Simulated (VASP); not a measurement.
# Mg (Im-3m) in VASP: notebook, part 2 of 2

VASP 6.6.1.

### 3 Single point, LDA

Contents of INCAR:

```
SYSTEM = Mg
PREC = Accurate
ENCUT = 600
EDIFF = 1E-6
ISMEAR = -1
SIGMA = 0.08
LREAL = .False.
LASPH = .True.
NELM = 120
ALGO = Normal
ISIF = 2
LWAVE = .False.
LCHARG = .False.
GGA = CA
NBANDS = 7
GGA_COMPAT = .False.
```

Contents of KPOINTS:

```
regular mesh
0
Gamma
  18 18 18
  0 0 0
```

Contents of POSCAR:

```
Mg
1.0
   -1.4824835811      1.4824835811      1.4824835811
    1.4824835811     -1.4824835811      1.4824835811
    1.4824835811      1.4824835811     -1.4824835811
Mg
1
Direct
    0.0000000000      0.0000000000      0.0000000000
```

Potentials or basis: VASP PAW LDA potentials, release 64 (Mg).

Launch:

```sh
$ cat potpaw_LDA.64/Mg/POTCAR > POTCAR
$ mpirun -np 1 vasp_std > vasp.out
```

OUTCAR:

```text
SYSTEM = Mg
   PREC = Accurate
   ENCUT = 600
   EDIFF = 1E-6
   ISMEAR = -1
   LREAL = .False.
   LASPH = .True.
   NELM = 120
   ISIF = 2
   GGA = CA

 ion  position               nearest neighbor table
   1  0.000  0.000  0.000-

  LATTYP: Found a body centered cubic cell.
 ALAT       =     2.9649671622

  Lattice vectors:

 A1 = (  -1.4824835811,   1.4824835811,   1.4824835811)
 A2 = (   1.4824835811,  -1.4824835811,   1.4824835811)
 A3 = (   1.4824835811,   1.4824835811,  -1.4824835811)

Analysis of symmetry for initial positions (statically):
=====================================================================
 Subroutine PRICEL returns:
 Original cell was already a primitive cell.

 Routine SETGRP: Setting up the symmetry group for a
 body centered cubic supercell.

 Subroutine GETGRP returns: Found 48 space group operations
 (whereof 48 operations were pure point group operations)
 out of a pool of 48 trial point group operations.

The static configuration has the point symmetry O_h .

Analysis of symmetry for dynamics (positions and initial velocities):
=====================================================================
 Subroutine PRICEL returns:
 Original cell was already a primitive cell.

 Routine SETGRP: Setting up the symmetry group for a
 body centered cubic supercell.

 Subroutine GETGRP returns: Found 48 space group operations
 (whereof 48 operations were pure point group operations)
 out of a pool of 48 trial point group operations.

The dynamic configuration has the point symmetry O_h .

 Subroutine INISYM returns: Found 48 space group operations
 (whereof 48 operations are pure point group operations),
 and found     1 'primitive' translations

----------------------------------------------------------------------------------------

                                     Primitive cell
[... 107 lines left out ...]
   IMIX   =      4    mixing-type and parameters
     AMIX     =   0.40;   BMIX     =  1.00
     AMIX_MAG =   1.60;   BMIX_MAG =  1.00
  volume/ion in A,a.u.               =      13.03        87.95
  Fermi-wavevector in a.u.,A,eV,Ry     =   0.876479  1.656305 10.452210  0.768216
  Thomas-Fermi vector in A             =   1.996295
   LORBIT       =      0    0 simple, 1 ext, 2 COOP (PROOUT), +10 PAW based schemes
   GGA     = CA    functional components
   LHFCALC =     F    Hartree Fock is set to
   AEXX    =    0.0000 exact exchange contribution
   IVDW    =     0    specifies the selected vdW correction
   LEPSILON=     F    determine dielectric tensor
   LRPA    =     F    only Hartree local field effects (RPA)
 non-spin polarized calculation
  energy-cutoff  :      600.00
  volume of cell :       13.03
 maximum number of plane-waves:       466
 NGX is ok and might be reduce to    24
   NGX = 11   NGY = 11   NGZ = 11

 number of electron       2.0000000 magnetization

 Free energy of the ion-electron system (eV)
  ---------------------------------------------------
  ext. energy  EPLUGINS =         0.00000000
  ---------------------------------------------------
  free energy    TOTEN  =        -0.86376878 eV

  energy without entropy =       -0.85673338  energy(sigma->0) =       -0.86025108

 E-fermi :   6.2612     XC(G=0): -10.7127

 val. band max:        6.1990013266   @ k =   0.5000   0.5000   0.1667
 cond. band min:       6.2813282123   @ k =  -0.3889   0.5000   0.2778
 fundamental gap:      0.0823268857
 Fermi energy:         6.2611542285

 k-point     1 :       0.0000    0.0000    0.0000
  band No.  band energies     occupation
      1      -3.4671      2.00000
      2      23.4380      0.00000
      3      23.4380      0.00000
      4      23.4380      0.00000
      5      26.2826      0.00000
      6      26.2826      0.00000
      7      28.1994      0.00000
[... 221 lines left out ...]
 k-point    24 :       0.3889    0.1111    0.0000
  band No.  band energies     occupation
      1       3.1817      2.00000
      2       6.8207      0.00183
      3      14.8292      0.00000
      4      19.9628      0.00000
      5      22.2826      0.00000
      6      26.3179      0.00000
      7      30.4394      0.00000

 [... further k-points ...]

------------------------ aborting loop because EDIFF is reached ----------------------------------------

  FORCE on cell =-STRESS in cart. coord.  units (eV):
  Direction    XX          YY          ZZ          XY          YZ          ZX
  --------------------------------------------------------------------------------------
  -------------------------------------------------------------------------------------
  Total        4.3340750      4.3340750      4.3340750      0.0000000      0.0000000      0.0000000
  in kB      532.8160925    532.8160925    532.8160925      0.0000000      0.0000000      0.0000000
  external PRESSURE =     532.8160925 kB  Pullay stress =       0.0000000 kB

 VOLUME and BASIS-vectors are now :
 -----------------------------------------------------------------------------
  energy-cutoff  :      600.00
  volume of cell :       13.03
      direct lattice vectors                 reciprocal lattice vectors
    -1.482483581  1.482483581  1.482483581     0.000000000  0.337271863  0.337271863
     1.482483581 -1.482483581  1.482483581     0.337271863  0.000000000  0.337271863
     1.482483581  1.482483581 -1.482483581     0.337271863  0.337271863  0.000000000

 POSITION                                       TOTAL-FORCE (eV/Angst)
 -----------------------------------------------------------------------------------
      0.00000      0.00000      0.00000         0.000000     -0.000000     -0.000000
 -----------------------------------------------------------------------------------
    total drift:                                0.000000      0.000000      0.000000

  FREE ENERGIE OF THE ION-ELECTRON SYSTEM (eV)
  ---------------------------------------------------
  free  energy   TOTEN  =        -0.8637687812 eV

  energy  without entropy=       -0.8567333846  energy(sigma->0) =       -0.86025108
```

OSZICAR:

```text
N       E                     dE             d eps       ncg     rms          rms(c)
DAV:   1     0.268423447270E+00    0.26842E+00   -0.10220E+03  2989   0.236E+02
DAV:   2    -0.904652355318E+00   -0.11731E+01   -0.11473E+01  3703   0.163E+01
DAV:   3    -0.907467846906E+00   -0.28155E-02   -0.28140E-02  3283   0.931E-01
DAV:   4    -0.907471424799E+00   -0.35779E-05   -0.35779E-05  3850   0.246E-02
DAV:   5    -0.907471428399E+00   -0.35999E-08   -0.42041E-08  3423   0.648E-04    0.744E-01
DAV:   6    -0.880350192297E+00    0.27121E-01   -0.31376E-04  3129   0.111E-01    0.473E-01
DAV:   7    -0.863926871814E+00    0.16423E-01   -0.74611E-04  2905   0.173E-01    0.195E-02
DAV:   8    -0.863779660524E+00    0.14721E-03   -0.20903E-05  3549   0.282E-02    0.582E-03
DAV:   9    -0.863769241113E+00    0.10419E-04   -0.44357E-06  3143   0.126E-02    0.690E-04
DAV:  10    -0.863768781192E+00    0.45992E-06   -0.71537E-08  1659   0.167E-03
   1 F= -.86376878E+00 E0= -.86025108E+00  d E =-.703540E-02
```

Run time: 11 s. Hardware: 1 thread of AMD EPYC 9R45 (Zen 5), shared host; peak memory 0.11 GiB.

Results:

```
Free energy            : -0.8638 eV
Pressure               : 53.3 GPa
Band gap on the k mesh : zero (band 1 reaches 10.22 eV, above the bottom of band 2 at 5.34 eV)
```

Levels at points of the mesh, in eV from the Fermi level:
| k point | band 1 | band 2 | band 3 | band 4 | band 5 |
| --- | --- | --- | --- | --- | --- |
| (0.00, 0.00, 0.00) | -9.73 | 17.18 | 17.18 | 17.18 | 20.02 |
| (0.50, 0.00, 0.00) | -2.28 | -0.93 | 10.76 | 14.55 | 14.77 |
| (0.50, 0.50, 0.50) | 3.96 | 3.96 | 6.05 | 6.05 | 6.05 |

### 4 Relaxation of cell and atoms, LDA, target pressure 53 GPa, at which the enthalpy is minimised

Contents of INCAR:

```
SYSTEM = Mg
PREC = Accurate ; ENCUT = 600
EDIFF = 1E-7 ; ISMEAR = -1
SIGMA = 0.08 ; LREAL = .FALSE.
LASPH = .TRUE. ; NELM = 120
ALGO = Normal ; ISIF = 3
LWAVE = .FALSE. ; LCHARG = .FALSE.
GGA = CA ; IBRION = 2
NSW = 32 ; EDIFFG = -0.005
PSTRESS = 530.0 ; GGA_COMPAT = .FALSE.
NELMIN = 4
```

Contents of KPOINTS:

```
Automatic mesh
0
G
  18 18 18
  0 0 0
```

Contents of POSCAR:

```
Mg
1.0
   -1.4822522729      1.4822522729      1.4822522729
    1.4822522729     -1.4822522729      1.4822522729
    1.4822522729      1.4822522729     -1.4822522729
Mg
1
Direct
    0.0000000000      0.0000000000      0.0000000000
```

Launch:

```sh
$ cat potpaw_LDA.64/Mg/POTCAR > POTCAR
$ mpirun -np 1 vasp_std > vasp.out
```

Wall time 15 s (1 thread of AMD EPYC 9R45 (Zen 5), shared host); peak memory 0.11 GiB.

The run converged. Its results:

```yaml
Free_energy: -0.8695 eV
Relaxed_volume: 13.05 Å³/atom
Relaxed_cell: a = 2.569 Å, b = 2.569 Å, c = 2.569 Å, α = 109.47°, β = 109.47°, γ = 109.47°
Space_group_after_relaxing_to_0.05_Å: Im-3m (No. 229)
Energy_change_on_relaxing_the_enthalpy_is_what_falls: -7.8 meV/atom
Ionic_steps: 3
Pressure_after_relaxing: 53.0 GPa
Band_gap_on_the_k_mesh: zero (band 1 reaches 10.21 eV, above the bottom of band 2 at 5.32 eV)
```

The path:
```csv
step,energy change (eV),largest force (eV/Å),pressure (GPa),volume (Å³)
1,0.0000,0.0000,53.38,13.03
2,-0.0193,0.0000,52.44,13.08
3,-0.0078,0.0000,53.00,13.05
```

Final structure:
```xyz
1
Lattice="-1.4831 1.4831 1.4831 1.4831 -1.4831 1.4831 1.4831 1.4831 -1.4831" Properties=species:S:1:pos:R:3 pbc="T T T"
Mg    0.0000    0.0000    0.0000
```

Levels at points of the mesh, in eV from the Fermi level:
| k point | band 1 | band 2 | band 3 | band 4 | band 5 |
| --- | --- | --- | --- | --- | --- |
| (0.00, 0.00, 0.00) | -9.72 | 17.17 | 17.17 | 17.17 | 20.01 |
| (0.50, 0.00, 0.00) | -2.28 | -0.93 | 10.75 | 14.53 | 14.76 |
| (0.50, 0.50, 0.50) | 3.96 | 3.96 | 6.04 | 6.04 | 6.04 |

Caveat: the cell is relaxed towards a set pressure, so the enthalpy falls and the energy may rise.
